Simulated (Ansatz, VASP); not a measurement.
**CsBa in VASP and in Ansatz**

```
Cs Ba
1.0
     4.93637    0.00000    0.00000
     0.00000    4.93637    0.00000
     0.00000    0.00000    7.01325
Cs Ba
1 1
Direct
  0.50000 0.50000 0.50000
  0.00000 0.00000 0.00000
```

Alike in both runs: functional PBE; k mesh 4 × 4 × 4; occupations gaussian, width 0.1 eV; no spin polarisation.

Ansatz relaxed the structure, and its values are those at the end. VASP's run is a single point on that final structure, the one shown.

|  | VASP | Ansatz |
| --- | --- | --- |
| version | VASP 6.6.1 | Ansatz 0.2.0 |
| potentials or method | VASP PAW PBE potentials, release 64 (Cs_sv, Ba_sv), cutoff 520 eV | scalar-relativistic, plane waves, PAW |
| valence electrons in the cell | 19 | 19 |

```tsv
	VASP	Ansatz	Ansatz less VASP
gap on the k mesh at the Fermi level (eV)	none	none	-
pressure (GPa)	-0.1	-0.1	0.00
```

A gap of «none» marks a metal or a gap that the smearing closes.

Neither program's run includes spin-orbit coupling.
